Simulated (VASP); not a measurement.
Wanted: the native input for a VASP 6.6.1 run.

```
Task                   : single point
Functional             : r2SCAN
Potentials or basis    : VASP PAW PBE potentials, release 64 (Ti_sv)
Cutoff                 : 520 eV
k mesh                 : 24 × 24 × 12
Occupations            : gaussian, width 0.15 eV
Spin                   : no spin polarisation
Dipole correction      : no
Further INCAR settings : ALGO = Normal; EDIFF = 1e-06; NBANDS = 19
```

Ti:

```
Ti
1.0
     3.17779    0.00000    0.00000
    -1.58889    2.75205    0.00000
     0.00000    0.00000    4.03827
Ti
2
Direct
  0.33333 0.66667 0.25000
  0.66667 0.33333 0.75000
```

This cell differs from its parent crystal: ratio of the length along z to the lengths across it x 0.8, volume and fractional coordinates fixed.

One way to write it, as run:

POSCAR

```
Ti
1.0
    3.1777888630      0.0000000000      0.0000000000
   -1.5888944315      2.7520458832      0.0000000000
    0.0000000000      0.0000000000      4.0382723830
Ti
2
Direct
    0.3333333333      0.6666666667      0.2500000000
    0.6666666667      0.3333333333      0.7500000000
```

INCAR.step1

```
SYSTEM = Ti
ALGO = Normal
EDIFF = 1E-4
ENCUT = 520
GGA = PE
ISMEAR = 0
LASPH = .TRUE.
LCHARG = .FALSE.
LREAL = .FALSE.
LWAVE = .TRUE.
NBANDS = 19
NELM = 80
PREC = Accurate
SIGMA = 0.15
```

INCAR.step2

```
SYSTEM = Ti
ALGO = Normal
EDIFF = 1E-6
ENCUT = 520
ISIF = 2
ISMEAR = 0
ISTART = 1
LASPH = .TRUE.
LCHARG = .FALSE.
LMIXTAU = .TRUE.
LREAL = .FALSE.
LWAVE = .FALSE.
METAGGA = R2SCAN
NBANDS = 19
NELM = 80
PREC = Accurate
SIGMA = 0.15
```

KPOINTS

```
k-points
0
G
  24 24 12
  0 0 0
```

Potentials or basis: VASP PAW PBE potentials, release 64 (Ti_sv).

Run with:

```bash
$ cat potpaw_PBE.64/Ti_sv/POTCAR > POTCAR
$ cp INCAR.step1 INCAR
$ mpirun -np 1 vasp_std > vasp.out
$ cp INCAR.step2 INCAR
$ mpirun -np 1 vasp_std > vasp.out
```

It gave:

```
Pressure               : -1.1 GPa
Band gap on the k mesh : zero (bands 12 and 13 overlap by 0.93 eV)
```

Caveat: the stress differs along the axes, from -7 to 11 GPa; the PAW data sets were made with another functional, which shifts forces and pressure a little.

It took 9.2 min on 1 thread of Intel(R) Xeon(R) Platinum 8375C CPU @ 2.90GHz (Ice Lake), with other jobs on the host, peak memory 0.33 GiB.
